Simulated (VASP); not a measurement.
Set up this calculation in VASP 6.6.1, as the native input.

- Task: single point
- Functional: PBE
- Dispersion: D3(BJ)
- Potentials or basis: VASP PAW PBE potentials, release 64 (Hf_pv)
- Cutoff: 520 eV
- k mesh: 9 × 9 × 9
- Occupations: gaussian, width 0.1 eV
- Spin: no spin polarisation
- Dipole correction: no
- Further INCAR settings: ALGO = Normal; EDIFF = 1e-06; NBANDS = 11

The structure of Hf lies in POSCAR:

```
Hf
1.0
   -1.7586973822      1.7586973822      1.7586973822
    1.7586973822     -1.7586973822      1.7586973822
    1.7586973822      1.7586973822     -1.7586973822
Hf
1
Direct
    0.0000000000      0.0000000000      0.0000000000
```

These files were run (other wordings do the same):

INCAR

```
SYSTEM = Hf
PREC = Accurate
ENCUT = 520
EDIFF = 1E-6
ISMEAR = 0
SIGMA = 0.1
LREAL = .FALSE.
LASPH = .TRUE.
NELM = 100
ALGO = Normal
ISIF = 2
LWAVE = .FALSE.
LCHARG = .FALSE.
GGA = PE
IVDW = 12
NBANDS = 11
```

KPOINTS

```
Automatic mesh
0
G
  9 9 9
  0 0 0
```

Potentials or basis: VASP PAW PBE potentials, release 64 (Hf_pv).

The run is started by

```bash
$ cat potpaw_PBE.64/Hf_pv/POTCAR > POTCAR
$ mpirun -np 1 vasp_std > vasp.out
```

It gave:

| Quantity | Value |
| --- | --- |
| Pressure | -1.4 GPa |
| Band gap on the k mesh | zero (band 5 reaches 6.32 eV, above the bottom of band 6 at 4.05 eV) |
| Dispersion energy per atom | -0.463 eV |

Caveat: spin-orbit coupling is left out, which moves the levels of the heavy elements; pairwise dispersion overbinds metals, which lowers pressure and volume.

Wall time 16 s on 1 thread of Intel Xeon 8259CL (shared host), peak memory 0.12 GiB.
